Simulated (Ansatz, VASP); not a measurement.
Ga3P2N: VASP beside Ansatz

Contents of INCAR:

```
PREC = Accurate
ENCUT = 520
EDIFF = 1E-6
ISMEAR = -1
SIGMA = 0.02
LREAL = False
LASPH = True
NELM = 100
ALGO = Normal
ISIF = 2
LWAVE = False
LCHARG = False
GGA = PE
NBANDS = 36
```

The input KPOINTS:

```
Automatic mesh
0
Gamma
  12 12 4
```

The input POSCAR:

```
Ga3P2N
1.0
    3.6482448559      0.0000000000      0.0000000000
   -1.8241224279      3.1594727244      0.0000000000
    0.0000000000      0.0000000000      8.9509508718
N P Ga
1 2 3
Direct
    0.0000000000      0.0000000000     -0.0025891168
    0.3333333333      0.6666666667      0.3195288232
    0.6666666667      0.3333333333      0.6786553284
    0.3333333333      0.6666666667      0.0574044970
    0.6666666667      0.3333333333      0.4178785768
    0.0000000000      0.0000000000      0.7791218912
```

Input for Ansatz:

```yaml
crystal:
  lattice:
    - [3.6482448559, 0.0, 0.0]
    - [-1.8241224279, 3.1594727244, 0.0]
    - [0.0, 0.0, 8.9509508718]
  atoms:
    - { symbol: "N", position: [0.0, 0.0, -0.0025891168] }
    - { symbol: P, position: [0.3333333333, 0.6666666667, 0.3195288232] }
    - { symbol: P, position: [0.6666666667, 0.3333333333, 0.6786553284] }
    - { symbol: Ga, position: [0.3333333333, 0.6666666667, 0.057404497] }
    - { symbol: Ga, position: [0.6666666667, 0.3333333333, 0.4178785768] }
    - { symbol: Ga, position: [0.0, 0.0, 0.7791218912] }
kpoints:
  mp_grid: { grid: [12, 12, 4] }
  band_path:
    path:
      - [[0.0, 0.0, 0.0], [0.5, 1.555318054e-17, -1.152924642607e-18], [0.3333333333333, 0.3333333333333, -2.305849285213e-18], [0.0, 0.0, 0.0], [-2.526271115932e-50, 1.902597637036e-35, 0.5], [0.5, 1.54095460594e-17, 0.5], [0.3333333333333, 0.3333333333333, 0.5], [-2.526271115932e-50, 1.902597637036e-35, 0.5]]
      - [[0.5, 1.54095460594e-17, 0.5], [0.5, 1.555318054e-17, -1.152924642607e-18]]
      - [[0.3333333333333, 0.3333333333333, 0.5], [0.3333333333333, 0.3333333333333, -2.305849285213e-18]]
    npoints: 10
hamiltonian:
  xc: pbe
scf:
  occupations: { method: fermi_dirac, width: 0.02 }
  n_extra_bands: 5
output:
  forces: true
  stress: true
  eigenvalues: true
```

Alike in both runs: task single point; functional PBE; k mesh 12 × 12 × 4; occupations fermi-dirac, width 0.02 eV; no spin polarisation.

|  | VASP | Ansatz |
| --- | --- | --- |
| version | VASP 6.6.1 | Ansatz 0.2.0 |
| potentials or method | VASP PAW PBE potentials, release 64 (N, P, Ga_d) | plane waves, PAW |
| plane-wave cutoff (eV) | 520 | 420 |
| valence electrons in the cell | 54 | 54 |

VASP gave:

| Item | Value |
| --- | --- |
| pressure (GPa) | 3.2 |
| traceless stress, the component that is largest in VASP (GPa) | 0.26 |
| rms of the force components (eV/Å) | 0.043 |

Q: What did Ansatz give for the same quantities?

A: Pressure (GPa): 3.3; traceless stress, the component that is largest in VASP (GPa): 0.27; rms of the force components (eV/Å): 0.048.

Atom by atom the forces differ by 0.008 eV/Å (rms over components).
